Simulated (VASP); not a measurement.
# TiO2 (P4_2/mnm) in VASP: settings compared

TiO2 is run at these levels: RPBE+D4, PBEsol; tasks: relaxation of shape and atoms at fixed volume.

Everything below comes from runs of VASP 6.6.1. Logs are shortened: lines on timing, memory, paths and dates and some standing lists are left out, and cuts for length are marked.

## (1) The cell of the first run

It takes space group P4_2/mnm (No. 136, tetragonal). The conventional cell has a = 4.564 Å, b = 4.564 Å, c = 2.937 Å, α = 90.00°, β = 90.00°, γ = 90.00°. Ti (site symmetry mmm) has 6 O at 1.94 to 1.96 Å within 2.6 Å. Within 2.6 Å of O (site symmetry m2m) lie 3 Ti at 1.94 to 1.96 Å and 1 O at 2.53 Å.

## (2) Relaxation of shape and atoms at fixed volume, RPBE+D4 (10.20 Å³/atom)

INCAR

```
  ALGO = Normal
  EDIFF = 1E-7
  EDIFFG = -0.01
  ENCUT = 600
  GGA = RP
  GGA_COMPAT = F
  IBRION = 2
  ISIF = 4
  ISMEAR = 0
  IVDW = 13
  LASPH = T
  LCHARG = F
  LREAL = F
  LWAVE = F
  NELM = 120
  NELMIN = 4
  NSW = 60
  PREC = Accurate
  SIGMA = 0.05
```

KPOINTS

```
k-points
0
Gamma
  6 6 8
```

POSCAR

```
TiO2
1.0
    4.5637310558      0.0000000000      0.0000000000
    0.0000000000      4.5637310558      0.0000000000
    0.0000000000      0.0000000000      2.9373879916
Ti O
2 4
Direct
    0.0000000000      0.0000000000      0.0000000000
    0.5000000000      0.5000000000      0.5000000000
    0.3042291035      0.3042291035      0.0000000000
    0.8042291035      0.1957708965      0.5000000000
    0.1957708965      0.8042291035      0.5000000000
    0.6957708965      0.6957708965      0.0000000000
```

Potentials or basis: VASP PAW PBE potentials, release 64 (Ti_sv, O).

Run with:

```bash
> cat potpaw_PBE.64/Ti_sv/POTCAR potpaw_PBE.64/O/POTCAR > POTCAR
> mpirun -np 1 vasp_std > vasp.out
```

OUTCAR:

```text
EDIFF = 1E-7
   EDIFFG = -0.01
   ENCUT = 600
   GGA = RP
   IBRION = 2
   ISIF = 4
   ISMEAR = 0
   IVDW = 13
   LASPH = T
   LREAL = F
   NELM = 120
   NELMIN = 4
   NSW = 60
   PREC = Accurate

 ion  position               nearest neighbor table
   1  0.000  0.000  0.000-   4 1.94   5 1.94   4 1.94   5 1.94   3 1.96   6 1.96
   2  0.500  0.500  0.500-   3 1.94   6 1.94   3 1.94   6 1.94   5 1.96   4 1.96
   3  0.304  0.304  0.000-   2 1.94   2 1.94   1 1.96
   4  0.804  0.196  0.500-   1 1.94   1 1.94   2 1.96
   5  0.196  0.804  0.500-   1 1.94   1 1.94   2 1.96
   6  0.696  0.696  0.000-   2 1.94   2 1.94   1 1.96

  LATTYP: Found a simple tetragonal cell.
 ALAT       =     4.5637310558
 C/A-ratio  =     0.6436374001

  Lattice vectors:

 A1 = (   4.5637310558,   0.0000000000,   0.0000000000)
 A2 = (   0.0000000000,   4.5637310558,   0.0000000000)
 A3 = (   0.0000000000,   0.0000000000,   2.9373879916)

Analysis of symmetry for initial positions (statically):
=====================================================================
 Subroutine PRICEL returns:
 Original cell was already a primitive cell.

 Routine SETGRP: Setting up the symmetry group for a
 simple tetragonal supercell.

 Subroutine GETGRP returns: Found 16 space group operations
 (whereof  8 operations were pure point group operations)
 out of a pool of 16 trial point group operations.

The static configuration has the point symmetry D_2h.
 The point group associated with its full space group is D_4h.

Analysis of symmetry for dynamics (positions and initial velocities):
=====================================================================
 Subroutine PRICEL returns:
 Original cell was already a primitive cell.

 Routine SETGRP: Setting up the symmetry group for a
 simple tetragonal supercell.

 Subroutine GETGRP returns: Found 16 space group operations
 (whereof  8 operations were pure point group operations)
 out of a pool of 16 trial point group operations.

The dynamic configuration has the point symmetry D_2h.
 The point group associated with its full space group is D_4h.

 Subroutine INISYM returns: Found 16 space group operations
 (whereof  8 operations are pure point group operations),
 and found     1 'primitive' translations

----------------------------------------------------------------------------------------

                                     Primitive cell

  volume of cell :      61.1789

  direct lattice vectors                    reciprocal lattice vectors
     4.563731056  0.000000000  0.000000000     0.219118959  0.000000000  0.000000000
     0.000000000  4.563731056  0.000000000     0.000000000  0.219118959  0.000000000
     0.000000000  0.000000000  2.937387992     0.000000000  0.000000000  0.340438513

  length of vectors
     4.563731056  4.563731056  2.937387992     0.219118959  0.219118959  0.340438513

  position of ions in fractional coordinates (direct lattice)
     0.000000000  0.000000000  0.000000000
     0.500000000  0.500000000  0.500000000
     0.304229103  0.304229103  0.000000000
     0.804229103  0.195770897  0.500000000
     0.195770897  0.804229103  0.500000000
     0.695770897  0.695770897  0.000000000

  ion indices of the primitive-cell ions
   primitive index   ion index
                 1           1
                 2           2
                 3           3
                 4           4
                 5           5
                 6           6

----------------------------------------------------------------------------------------

 KPOINTS: k-points

Automatic generation of k-mesh.
 Grid dimensions read from file:
 generate k-points for:    6    6    8

 Generating k-lattice:

  Cartesian coordinates                     Fractional coordinates (reciprocal lattice)
     0.036519827  0.000000000  0.000000000     0.166666667  0.000000000  0.000000000
     0.000000000  0.036519827  0.000000000     0.000000000  0.166666667  0.000000000
     0.000000000  0.000000000  0.042554814     0.000000000  0.000000000  0.125000000

  Length of vectors
     0.036519827  0.036519827  0.042554814

  Shift w.r.t. Gamma in fractional coordinates (k-lattice)
     0.000000000  0.000000000  0.000000000

 Subroutine IBZKPT returns following result:
 ===========================================

 Found     50 irreducible k-points:

 Following reciprocal coordinates:
            Coordinates               Weight
  0.000000  0.000000  0.000000      1.000000
  0.166667  0.000000  0.000000      4.000000
  0.333333  0.000000  0.000000      4.000000
  0.500000  0.000000  0.000000      2.000000
  0.166667  0.166667  0.000000      4.000000
  0.333333  0.166667  0.000000      8.000000
[... 16 lines left out ...]
  0.333333  0.000000  0.250000      8.000000
  0.500000  0.000000  0.250000      4.000000
 [... further k-points ...]
   k-points           NKPTS =     50   k-points in BZ     NKDIM =     50   number of bands    NBANDS=     28
   number of dos      NEDOS =    301   number of ions     NIONS =      6
   total plane-waves  NPLWV =  31104
   dimension x,y,z NGX =    36 NGY =   36 NGZ =   24
   dimension x,y,z NGXF=    72 NGYF=   72 NGZF=   48
   ions per type =               2   4
   NGX,Y,Z   is equivalent  to a cutoff of  13.11, 13.11, 13.58 a.u.
   NGXF,Y,Z  is equivalent  to a cutoff of  26.23, 26.23, 27.17 a.u.
 SYSTEM =  unknown system
   PREC   = accura    normal or accurate (medium, high low for compatibility)
   ISTART =      0    job   : 0-new  1-cont  2-samecut
   ICHARG =      2    charge: 1-file 2-atom 10-const
   ISPIN  =      1    spin polarized calculation?
   LNONCOLLINEAR =      F non collinear calculations
   LSORBIT =      F    spin-orbit coupling
   LASPH  =      T    aspherical Exc in radial PAW
   ENCUT  =  600.0 eV  44.10 Ry    6.64 a.u.   9.11  9.11  5.87*2*pi/ulx,y,z
   NELM   =    120;   NELMIN=  4; NELMDL= -5     # of ELM steps
   EDIFF  = 0.1E-06   stopping-criterion for ELM
   LREAL  =      F    real-space projection
   EDIFFG = -.1E-01   stopping-criterion for IOM
   NSW    =     60    number of steps for IOM
   IBRION =      2    ionic relax: 0-MD 1-quasi-New 2-CG
   NFREE  =      1    steps in history (QN), initial steepest desc. (CG)
   ISIF   =      4    stress and relaxation
   ISYM   =      2    0-nonsym 1-usesym 2-fastsym
   POTIM  = 0.5000    time-step for ionic-motion
   TEBEG  =    0.0;   TEEND  =   0.0 temperature during run
   PSTRESS=    0.0 pullay stress
   NELECT =      48.0000    total number of electrons
   NUPDOWN=      -1.0000    fix difference up-down
   EMIN   =  10.00;   EMAX   =-10.00  energy-range for DOS
   EFERMI =   0.00;   METHOD = LEGACY
   ISMEAR =     0;   SIGMA  =   0.05  broadening in eV -4-tet -1-fermi 0-gaus
   EFERMI_NEDOS =   21; number of points for ismear=-14 and -15
   IALGO  =     38    algorithm
   IMIX   =      4    mixing-type and parameters
     AMIX     =   0.40;   BMIX     =  1.00
     AMIX_MAG =   1.60;   BMIX_MAG =  1.00
  volume/ion in A,a.u.               =      10.20        68.81
  Fermi-wavevector in a.u.,A,eV,Ry     =   1.509923  2.853341 31.019477  2.279867
  Thomas-Fermi vector in A             =   2.620181
   LORBIT       =      0    0 simple, 1 ext, 2 COOP (PROOUT), +10 PAW based schemes
   GGA     = RP    functional components
   LHFCALC =     F    Hartree Fock is set to
   AEXX    =    0.0000 exact exchange contribution
   IVDW    =    13    specifies the selected vdW correction
   LEPSILON=     F    determine dielectric tensor
   LRPA    =     F    only Hartree local field effects (RPA)
 conjugate gradient relaxation of ions
 non-spin polarized calculation
 Gauss-broadening in eV      SIGMA  =   0.05
  energy-cutoff  :      600.00
  volume of cell :       61.18
 maximum number of plane-waves:      2076
   NGX = 19   NGY = 19   NGZ = 11

--------------------------------------- Ionic step        1  -------------------------------------------

 number of electron      48.0000010 magnetization

 Free energy of the ion-electron system (eV)
  ---------------------------------------------------
  ext. energy  EPLUGINS =         0.00000000
  ---------------------------------------------------
  free energy    TOTEN  =       -51.01358653 eV

  energy without entropy =      -51.01358653  energy(sigma->0) =      -51.01358653

------------------------ aborting loop because EDIFF is reached ----------------------------------------

  DFT-D4 for vdW energy calculation

  Edisp (eV):   -2.78917

  FORCE on cell =-STRESS in cart. coord.  units (eV):
  Direction    XX          YY          ZZ          XY          YZ          ZX
  --------------------------------------------------------------------------------------
  -------------------------------------------------------------------------------------
  Total       1.75144     1.75144     2.33736     0.00000     0.00000     0.00000
  in kB      45.86731    45.86731    61.21174     0.00000     0.00000     0.00000
  external pressure =       50.98 kB  Pullay stress =        0.00 kB

 VOLUME and BASIS-vectors are now :
 -----------------------------------------------------------------------------
  energy-cutoff  :      600.00
  volume of cell :       61.18
      direct lattice vectors                 reciprocal lattice vectors
     4.563731056  0.000000000  0.000000000     0.219118959  0.000000000  0.000000000
     0.000000000  4.563731056  0.000000000     0.000000000  0.219118959  0.000000000
     0.000000000  0.000000000  2.937387992     0.000000000  0.000000000  0.340438513
[... 45 lines left out ...]
 POSITION                                       TOTAL-FORCE (eV/Angst)
 -----------------------------------------------------------------------------------
      4.55658      0.00000      0.00000         0.000000      0.000000      0.000000
      2.27829      2.27829      1.47331        -0.000000      0.000000      0.000000
      1.38228      1.38228      0.00000         0.011266      0.011266      0.000000
      3.66056      0.89601      1.47331         0.011266     -0.011266      0.000000
      0.89601      3.66056      1.47331        -0.011266      0.011266      0.000000
      3.17430      3.17430      0.00000        -0.011266     -0.011266      0.000000
 -----------------------------------------------------------------------------------
    total drift:                               -0.000000      0.000000     -0.000000

  FREE ENERGIE OF THE ION-ELECTRON SYSTEM (eV)
  ---------------------------------------------------
  free  energy   TOTEN  =       -53.8048025519 eV

  energy  without entropy=      -53.8048025519  energy(sigma->0) =      -53.80480255

--------------------------------------- Ionic step        3  -------------------------------------------

 number of electron      48.0000003 magnetization

 Free energy of the ion-electron system (eV)
  ---------------------------------------------------
  ext. energy  EPLUGINS =         0.00000000
  ---------------------------------------------------
  free energy    TOTEN  =       -51.01601255 eV

  energy without entropy =      -51.01601255  energy(sigma->0) =      -51.01601255

 E-fermi :   5.4617     XC(G=0): -11.2646

 val. band max:        5.2431993195   @ k =   0.0000   0.0000   0.0000
 cond. band min:       7.1356334278   @ k =   0.0000   0.0000   0.0000
 fundamental gap:      1.8924341083
 Fermi energy:         5.4617386497

 k-point     1 :       0.0000    0.0000    0.0000
  band No.  band energies     occupation
      1     -51.8036      2.00000
      2     -51.7847      2.00000
      3     -28.0588      2.00000
      4     -28.0588      2.00000
      5     -27.8805      2.00000
      6     -27.8805      2.00000
[... 20 lines left out ...]
     27       7.6614      0.00000
[... 691 lines left out ...]
      6     -27.9399      2.00000
[... 20 lines left out ...]
     27       8.4819      0.00000
     28       8.4819      0.00000

 [... further k-points ...]

------------------------ aborting loop because EDIFF is reached ----------------------------------------

  DFT-D4 for vdW energy calculation

  Edisp (eV):   -2.78880

  FORCE on cell =-STRESS in cart. coord.  units (eV):
  Direction    XX          YY          ZZ          XY          YZ          ZX
  --------------------------------------------------------------------------------------
  -------------------------------------------------------------------------------------
  Total       1.76631     1.76631     1.82138     0.00000     0.00000     0.00000
  in kB      46.25682    46.25682    47.69893     0.00000     0.00000     0.00000
  external pressure =       46.74 kB  Pullay stress =        0.00 kB

 VOLUME and BASIS-vectors are now :
 -----------------------------------------------------------------------------
  energy-cutoff  :      600.00
  volume of cell :       61.18
      direct lattice vectors                 reciprocal lattice vectors
     4.557043849  0.000000000  0.000000000     0.219440504 -0.000000000  0.000000000
     0.000000000  4.557043849  0.000000000     0.000000000  0.219440504  0.000000000
     0.000000000  0.000000000  2.946015222     0.000000000  0.000000000  0.339441559

 POSITION                                       TOTAL-FORCE (eV/Angst)
 -----------------------------------------------------------------------------------
      0.00000      0.00000      0.00000         0.000000      0.000000      0.000000
      2.27852      2.27852      1.47301        -0.000000      0.000000      0.000000
      1.38268      1.38268      0.00000         0.005247      0.005247     -0.000000
      3.66120      0.89584      1.47301         0.005247     -0.005247      0.000000
      0.89584      3.66120      1.47301        -0.005247      0.005247     -0.000000
      3.17436      3.17436      0.00000        -0.005247     -0.005247      0.000000
 -----------------------------------------------------------------------------------
    total drift:                               -0.000000      0.000000      0.000000

  FREE ENERGIE OF THE ION-ELECTRON SYSTEM (eV)
  ---------------------------------------------------
  free  energy   TOTEN  =       -53.8048140757 eV

  energy  without entropy=      -53.8048140757  energy(sigma->0) =      -53.80481408

 reached required accuracy - stopping structural energy minimisation
```

Run time: 5 min. Hardware: 1 thread of Oxide Virtual Turin-like, shared host; peak memory 0.2 GiB.

Results:

- Free energy: -53.8048 eV
- Energy gained by relaxing: 0.3 meV/atom
- Ionic steps: 3
- Pressure after relaxing: 4.7 GPa
- Largest force after relaxing: 0.007 eV/Å
- Band gap on the k mesh: 1.89 eV
- Dispersion energy per atom: -0.465 eV

Forces in eV/Å, atoms in the order of the input:
```
Ti   0.000  0.000  0.000
Ti   0.000  0.000  0.000
O    0.005  0.005  0.000
O    0.005 -0.005  0.000
O   -0.005  0.005  0.000
O   -0.005 -0.005  0.000
```

Step by step:
```
step  energy change (eV)  largest force (eV/Å)  pressure (GPa)  volume (Å³)
   1              0.0000                0.1165            5.10        61.18
   2             -0.0020                0.0159            4.65        61.18
   3             -0.0021                0.0074            4.67        61.18
```

Final structure:
```xyz
6
Lattice="4.5570 0.0000 0.0000 0.0000 4.5570 0.0000 0.0000 0.0000 2.9460" Properties=species:S:1:pos:R:3 pbc="T T T"
Ti    0.0000    0.0000    0.0000
Ti    2.2785    2.2785    1.4730
O     1.3827    1.3827    0.0000
O     3.6612    0.8958    1.4730
O     0.8958    3.6612    1.4730
O     3.1744    3.1744    0.0000
```

Levels at points of the mesh, in eV from the valence-band top:
```tsv
k point	band 20	band 21	band 22	band 23	band 24	band 25	band 26	band 27	band 28
(0.00, 0.00, 0.00)	-2.05	-0.74	-0.47	-0.47	0.00	1.89	2.19	2.42	2.53
(0.50, 0.00, 0.00)	-3.14	-1.72	-1.72	-0.77	-0.77	2.58	2.58	3.10	3.10
(0.50, 0.50, 0.00)	-2.24	-1.36	-1.36	-1.10	-1.10	1.93	1.93	2.56	2.56
(0.00, 0.00, 0.50)	-2.80	-2.46	-2.46	-1.44	-1.44	3.06	3.06	3.23	3.23
(0.50, 0.00, 0.50)	-2.40	-2.07	-2.07	-1.08	-1.08	1.96	1.96	3.25	3.25
(0.50, 0.50, 0.50)	-2.77	-1.36	-1.36	-0.68	-0.68	2.67	2.67	3.26	3.26
```

Caveat: the PAW data sets were made with another functional, which shifts forces and pressure a little. A k mesh can miss the band edges.

## (3) Relaxation of shape and atoms at fixed volume, PBEsol (10.29 Å³/atom)

This run uses another cell than the first one, of 10.29 Å³/atom.

INCAR

```
ALGO = Normal ; EDIFF = 1E-7
EDIFFG = -0.01 ; ENCUT = 600
GGA = PS ; GGA_COMPAT = False
IBRION = 2 ; ISIF = 4
ISMEAR = 0 ; LASPH = True
LCHARG = False ; LREAL = False
LWAVE = False ; NELM = 120
NELMIN = 4 ; NSW = 60
PREC = Accurate ; SIGMA = 0.05
```

KPOINTS is that of step 2.

POSCAR

```
TiO2
1.0
    4.5880512718      0.0000000000      0.0000000000
    0.0000000000      4.5880512718      0.0000000000
    0.0000000000      0.0000000000      2.9320313686
Ti O
2 4
Direct
    0.0000000000      0.0000000000      0.0000000000
    0.5000000000      0.5000000000      0.5000000000
    0.3047507567      0.3047507567      0.0000000000
    0.8047507567      0.1952492433      0.5000000000
    0.1952492433      0.8047507567      0.5000000000
    0.6952492433      0.6952492433      0.0000000000
```

Potentials or basis: VASP PAW PBE potentials, release 64 (Ti_sv, O).

Run with:

```bash
> cat potpaw_PBE.64/Ti_sv/POTCAR potpaw_PBE.64/O/POTCAR > POTCAR
> mpirun -np 1 vasp_std > vasp.out
```

It took 4.9 min on 1 thread of Oxide Virtual Turin-like, shared host; peak memory 0.21 GiB.

The run converged. Its results:

| Item | Value |
| --- | --- |
| Free energy | -56.1046 eV |
| Energy gained by relaxing | 0.2 meV/atom |
| Ionic steps | 2 |
| Pressure after relaxing | 1.2 GPa |
| Largest force after relaxing | 0.005 eV/Å |
| Band gap on the k mesh | 1.83 eV |

Forces on the atoms (eV/Å):
```
Ti   0.000  0.000  0.000
Ti   0.000  0.000  0.000
O    0.003  0.003  0.000
O    0.003 -0.003  0.000
O   -0.003  0.003  0.000
O   -0.003 -0.003  0.000
```

The path:
```csv
step,energy change (eV),largest force (eV/Å),pressure (GPa),volume (Å³)
1,0.0000,0.0875,1.57,61.72
2,-0.0011,0.0048,1.20,61.72
```

Final structure:
```yaml
crystal:
  lattice:
    - [4.58313, 0.00000, 0.00000]
    - [0.00000, 4.58313, 0.00000]
    - [0.00000, 0.00000, 2.93834]
  atoms:
    - { symbol: Ti, position: [0.00000, 0.00000, 0.00000] }
    - { symbol: Ti, position: [0.50000, 0.50000, 0.50000] }
    - { symbol: O, position: [0.30410, 0.30410, 0.00000] }
    - { symbol: O, position: [0.80410, 0.19590, 0.50000] }
    - { symbol: O, position: [0.19590, 0.80410, 0.50000] }
    - { symbol: O, position: [0.69590, 0.69590, 0.00000] }
```

Levels at points of the mesh, in eV from the valence-band top:
| k point | band 21 | band 22 | band 23 | band 24 | band 25 | band 26 | band 27 | band 28 |
| --- | --- | --- | --- | --- | --- | --- | --- | --- |
| (0.00, 0.00, 0.00) | -0.70 | -0.46 | -0.46 | 0.00 | 1.83 | 2.11 | 2.41 | 2.51 |
| (0.50, 0.00, 0.00) | -1.66 | -1.66 | -0.77 | -0.77 | 2.52 | 2.52 | 3.06 | 3.06 |
| (0.50, 0.50, 0.00) | -1.31 | -1.31 | -1.10 | -1.10 | 1.87 | 1.87 | 2.53 | 2.53 |
| (0.00, 0.00, 0.50) | -2.46 | -2.46 | -1.45 | -1.45 | 3.00 | 3.00 | 3.23 | 3.23 |
| (0.50, 0.00, 0.50) | -2.09 | -2.09 | -1.07 | -1.07 | 1.88 | 1.88 | 3.26 | 3.26 |
| (0.50, 0.50, 0.50) | -1.33 | -1.33 | -0.68 | -0.68 | 2.60 | 2.60 | 3.21 | 3.21 |

Caveat: the PAW data sets were made with another functional, which shifts forces and pressure a little.

(Part 1 of 2 ends here.)
